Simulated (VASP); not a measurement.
Here is a VASP 6.6.1 calculation.

File INCAR:

```
PREC = Accurate ; ENCUT = 500
EDIFF = 1E-6 ; ISMEAR = -1
SIGMA = 0.05 ; LREAL = F
LASPH = T ; NELM = 120
ALGO = Normal ; ISIF = 2
LWAVE = F ; LCHARG = F
GGA = PE ; NBANDS = 12
GGA_COMPAT = F
```

KPOINTS

```
Automatic mesh
0
Gamma
  12 12 14
```

File POSCAR:

```
In
1.0
   -1.6466505000      1.6219110000      2.4739500000
    1.6219110000     -1.6466505000      2.4739500000
    1.6303890000      1.6303890000     -2.4902115000
In
1
Direct
    0.0000000000      0.0000000000      0.0000000000
```

Potentials or basis: VASP PAW PBE potentials, release 64 (In_d).

Launch:

```sh
$ cat potpaw_PBE.64/In_d/POTCAR > POTCAR
$ mpirun -np 1 vasp_std > vasp.out
```

Task: Estimate the band gap on the k mesh.

Result: Zero (an odd number of electrons rules out a gap without spin polarisation).

Task: Estimate the pressure.

Result: 2.0 GPa.

Stress tensor (GPa, compression positive):
```
 1.86 -0.11  0.02
-0.11  1.86  0.02
 0.02  0.02  2.30
```

Caveat: the cell differs from its parent crystal (equal xy, yz and zx shear strains of -1 %); spin-orbit coupling is left out, which moves the levels of the heavy elements.
